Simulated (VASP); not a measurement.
# NiO (P6_3/mmc) in VASP: notebook, part 2 of 2

VASP 6.6.1. The steps go on from the part before.

## Step 4: Single point, PBE, collinear spin, antiferromagnetic start (volume scaled by 0.960)

Contents of INCAR:

```
PREC     = Accurate       # precision mode
ENCUT    = 520            # plane-wave cutoff, eV
EDIFF    = 1E-6           # SCF threshold, eV
ISMEAR   = 0              # smearing method
SIGMA    = 0.05           # smearing width, eV
LREAL    = False          # projectors in reciprocal space
LASPH    = True           # aspherical terms in the spheres
NELM     = 150            # most SCF steps
ALGO     = Normal         # electronic algorithm
ISIF     = 2              # what is computed and relaxed
LWAVE    = False          # write WAVECAR
LCHARG   = False          # write CHGCAR
ISPIN    = 2              # spin polarisation
MAGMOM   = 1.45 -1.45 0 0 # initial moments
LORBIT   = 11             # projections on sites
LMAXMIX  = 4              # l up to which the mixer works
GGA      = PE             # functional
NBANDS   = 28             # bands
```

Contents of KPOINTS:

```
regular mesh
0
Gamma
  12 12 8
```

Contents of POSCAR:

```
NiO
1.0
    2.8662779352      0.0000000000      0.0000000000
   -1.4331389676      2.4822695062      0.0000000000
    0.0000000000      0.0000000000      5.0128453268
Ni O
2 2
Direct
    0.0000000000      0.0000000000      0.0000000000
    0.0000000000      0.0000000000      0.5000000000
    0.3333333333      0.6666666667      0.2499999368
    0.6666666667      0.3333333333      0.7500000632
```

On the command line:

```console
cat potpaw_PBE.64/Ni/POTCAR potpaw_PBE.64/O/POTCAR > POTCAR
mpirun -np 1 vasp_std > vasp.out
```

Wall time 74 s (1 thread of Intel Xeon Platinum 8559C (Emerald Rapids), shared host); peak memory 0.27 GiB.

Results (log left out):

| Quantity | Value |
| --- | --- |
| Free energy | -23.2958 eV |
| Pressure | 8.1 GPa |
| Band gap on the k mesh | 0.75 eV, indirect (least direct gap 0.84 eV) |
| Net moment | 0.00 μB per cell |
| Site moments | Ni +1.28, -1.28; O +0.00 μB |
| Valence electrons inside the program's atomic spheres | Ni 9.09; O 4.97 |

Levels at points of the mesh, in eV from the valence-band top:
Spin up:
```
           k point  band 14  band 15  band 16  band 17  band 18  band 19
(0.00, 0.00, 0.00)    -0.70    -0.70    -0.03     1.73     1.73     2.19
(0.50, 0.00, 0.00)    -0.44    -0.34    -0.13     1.84     1.86     6.93
(0.00, 0.00, 0.50)    -1.03    -0.21    -0.21     1.31     1.31     4.85
(0.50, 0.00, 0.50)    -0.37    -0.29    -0.27     1.30     1.56     6.75
```
Spin down:
```csv
k point,band 12,band 13,band 14,band 15,band 16,band 17,band 18,band 19,band 20,band 21
"(0.00, 0.00, 0.00)",-1.73,-1.73,-0.70,-0.70,-0.03,1.73,1.73,2.19,6.65,10.05
"(0.50, 0.00, 0.00)",-1.09,-1.05,-0.44,-0.34,-0.13,1.84,1.86,6.93,9.15,9.36
"(0.00, 0.00, 0.50)",-1.09,-1.03,-1.03,-0.21,-0.21,1.31,1.31,4.85,4.98,12.31
"(0.50, 0.00, 0.50)",-1.09,-0.43,-0.37,-0.29,-0.27,1.30,1.56,6.75,6.91,10.92
```

## Step 5: Single point, PBE, collinear spin, antiferromagnetic start (volume scaled by 0.980)

Contents of INCAR:

```
SYSTEM = NiO
  PREC = Accurate
  ENCUT = 520
  EDIFF = 1E-7
  ISMEAR = 0
  SIGMA = 0.05
  LREAL = .False.
  LASPH = .True.
  NELM = 150
  ALGO = Normal
  ISIF = 2
  LWAVE = .False.
  LCHARG = .True.
  ISPIN = 2
  MAGMOM = 1.46 -1.46 0 0
  LORBIT = 11
  LMAXMIX = 4
  GGA = PE
  LELF = .True.
  LVHAR = .True.
  NBANDS = 28
```

Contents of KPOINTS:

```
Automatic mesh
0
Gamma
  12 12 8
  0 0 0
```

Contents of POSCAR:

```
NiO
1.0
    2.8901406810      0.0000000000      0.0000000000
   -1.4450703405      2.5029352502      0.0000000000
    0.0000000000      0.0000000000      5.0331257593
Ni O
2 2
Direct
    0.0000000000      0.0000000000      0.0000000000
    0.0000000000      0.0000000000      0.5000000000
    0.3333333333      0.6666666667      0.2499997961
    0.6666666667      0.3333333333      0.7500002039
```

On the command line:

```console
cat potpaw_PBE.64/Ni/POTCAR potpaw_PBE.64/O/POTCAR > POTCAR
mpirun -np 1 vasp_std > vasp.out
```

Wall time 6.5 min (1 thread of Oxide Virtual Turin-like, shared host); peak memory 0.23 GiB.

The run converged. Its results:

| Quantity | Value |
| --- | --- |
| Free energy | -23.3245 eV |
| Pressure | 3.8 GPa |
| Band gap on the k mesh | 0.76 eV, indirect (least direct gap 0.84 eV) |
| Net moment | 0.00 μB per cell |
| Site moments | Ni +1.30, -1.30; O +0.00 μB |
| Valence electrons inside the program's atomic spheres | Ni 9.05; O 4.96 |

Levels at points of the mesh, in eV from the valence-band top:
Spin up:
| k point | band 14 | band 15 | band 16 | band 17 | band 18 | band 19 |
| --- | --- | --- | --- | --- | --- | --- |
| (0.00, 0.00, 0.00) | -0.67 | -0.67 | -0.01 | 1.72 | 1.72 | 2.09 |
| (0.50, 0.00, 0.00) | -0.44 | -0.33 | -0.12 | 1.82 | 1.83 | 6.88 |
| (0.00, 0.00, 0.50) | -0.98 | -0.21 | -0.21 | 1.33 | 1.33 | 4.74 |
| (0.50, 0.00, 0.50) | -0.36 | -0.31 | -0.26 | 1.31 | 1.54 | 6.68 |
Spin down:
| k point | band 14 | band 15 | band 16 | band 17 | band 18 | band 19 |
| --- | --- | --- | --- | --- | --- | --- |
| (0.00, 0.00, 0.00) | -0.67 | -0.67 | -0.01 | 1.72 | 1.72 | 2.09 |
| (0.50, 0.00, 0.00) | -0.44 | -0.33 | -0.12 | 1.82 | 1.83 | 6.88 |
| (0.00, 0.00, 0.50) | -0.98 | -0.21 | -0.21 | 1.33 | 1.33 | 4.74 |
| (0.50, 0.00, 0.50) | -0.36 | -0.31 | -0.26 | 1.31 | 1.54 | 6.68 |

## Step 6: Single point, PBE, collinear spin, antiferromagnetic start

Contents of INCAR:

```
PREC = Accurate
ENCUT = 520
EDIFF = 1E-6
ISMEAR = 0
SIGMA = 0.05
LREAL = False
LASPH = True
NELM = 150
ALGO = Normal
ISIF = 2
LWAVE = False
LCHARG = False
ISPIN = 2
MAGMOM = 1.46 -1.46 0 0
LORBIT = 11
LMAXMIX = 4
GGA = PE
NBANDS = 28
```

Contents of KPOINTS:

```
regular mesh
0
Gamma
  12 12 8
```

Contents of POSCAR:

```
NiO
1.0
    2.9130965603      0.0000000000      0.0000000000
   -1.4565482802      2.5228156249      0.0000000000
    0.0000000000      0.0000000000      5.0552182658
Ni O
2 2
Direct
    0.0000000000      0.0000000000      0.0000000000
    0.0000000000      0.0000000000      0.5000000000
    0.3333333333      0.6666666667      0.2499995579
    0.6666666667      0.3333333333      0.7500004421
```

Potentials or basis: VASP PAW PBE potentials, release 64 (Ni, O).

On the command line:

```console
cat potpaw_PBE.64/Ni/POTCAR potpaw_PBE.64/O/POTCAR > POTCAR
mpirun -np 1 vasp_std > vasp.out
```

Run time: 5.5 min. Hardware: 1 thread of Oxide Virtual Turin-like, shared host; peak memory 0.24 GiB.

The run converged. Its results:

| Quantity | Value |
| --- | --- |
| Free energy | -23.3337 eV |
| Pressure | -0.4 GPa |
| Band gap on the k mesh | 0.75 eV, indirect (least direct gap 0.84 eV) |
| Net moment | 0.00 μB per cell |
| Site moments | Ni +1.31, -1.31; O +0.00 μB |
| Valence electrons inside the program's atomic spheres | Ni 9.01; O 4.95 |

Levels at points of the mesh, in eV from the valence-band top:
Spin up:
```tsv
k point	band 13	band 14	band 15	band 16	band 17	band 18	band 19	band 20
(0.00, 0.00, 0.00)	-1.63	-0.65	-0.65	0.00	1.70	1.70	1.98	6.49
(0.50, 0.00, 0.00)	-1.02	-0.45	-0.32	-0.12	1.80	1.80	6.83	8.85
(0.00, 0.00, 0.50)	-0.95	-0.95	-0.21	-0.21	1.33	1.33	4.63	4.77
(0.50, 0.00, 0.50)	-0.43	-0.35	-0.34	-0.25	1.31	1.51	6.61	6.77
```
Spin down:
```tsv
k point	band 13	band 14	band 15	band 16	band 17	band 18	band 19	band 20
(0.00, 0.00, 0.00)	-1.63	-0.65	-0.65	0.00	1.70	1.70	1.98	6.49
(0.50, 0.00, 0.00)	-1.02	-0.45	-0.32	-0.12	1.80	1.80	6.83	8.85
(0.00, 0.00, 0.50)	-0.95	-0.95	-0.21	-0.21	1.33	1.33	4.63	4.77
(0.50, 0.00, 0.50)	-0.43	-0.35	-0.34	-0.25	1.31	1.51	6.61	6.77
```

## Step 7: Overview

```tsv
level	potentials or basis	cell	gap on the mesh (eV)	pressure (GPa)	moment (μB)
LDA	VASP PAW LDA potentials, release 64 (Ni, O)	a = 2.913, b = 2.913, c = 5.055 Å, angles 90.0, 90.0, 120.0°, 4 atoms	0.19	-19.6	0.00
PBE	VASP PAW PBE potentials, release 64 (Ni, O)	a = 2.848, b = 2.848, c = 4.998 Å, angles 90.0, 90.0, 120.0°, 4 atoms	0.75	11.8	0.00
PBE	VASP PAW PBE potentials, release 64 (Ni, O)	a = 2.866, b = 2.866, c = 5.013 Å, angles 90.0, 90.0, 120.0°, 4 atoms	0.75	8.1	0.00
PBE	VASP PAW PBE potentials, release 64 (Ni, O)	a = 2.890, b = 2.890, c = 5.033 Å, angles 90.0, 90.0, 120.0°, 4 atoms	0.76	3.8	0.00
PBE	VASP PAW PBE potentials, release 64 (Ni, O)	a = 2.913, b = 2.913, c = 5.055 Å, angles 90.0, 90.0, 120.0°, 4 atoms	0.75	-0.4	0.00
```

Alike in all rows: task single point; spin collinear, antiferromagnetic start; k mesh 12 × 12 × 8; cutoff (eV) 520; smearing gaussian 0.05 eV.

Total energies depend on the potentials used, so only differences within one code and one set of settings carry meaning.
